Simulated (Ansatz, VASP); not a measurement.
Two plane-wave programs on PbF2

```
Pb F
1.0
     5.68177    0.00000    0.00000
     0.00000    5.68177    0.00000
     0.00000    0.00000    3.95066
Pb F
2 4
Direct
  0.50000 0.50000 0.50000
  0.00000 0.00000 0.00000
  0.69238 0.69238 0.00000
  0.80762 0.19238 0.50000
  0.30762 0.30762 0.00000
  0.19238 0.80762 0.50000
```

Alike in both runs: functional PBE; k mesh 4 × 4 × 6; occupations gaussian, width 0.02 eV; no spin polarisation.

Ansatz relaxed the structure, and its values are those at the end. VASP's run is a single point on that final structure, the one shown.

|  | VASP | Ansatz |
| --- | --- | --- |
| version | VASP 6.6.1 | Ansatz 0.2.0 |
| potentials or method | VASP PAW PBE potentials, release 64 (Pb_d, F), cutoff 520 eV | scalar-relativistic, plane waves, PAW |
| valence electrons in the cell | 56 | 56 |

```tsv
	VASP	Ansatz	Ansatz less VASP
gap on the k mesh at the Fermi level (eV)	3.78	3.78	+0.001
least direct gap on the mesh (eV)	3.97	3.97	+0.002
pressure (GPa)	-0.1	0.0	+0.16
rms of the force components (eV/Å)	0.003	0.004	+0.0003
```

With one functional, cell and mesh, what is left measures potentials, basis and numerics.

Spin-orbit coupling is off throughout.
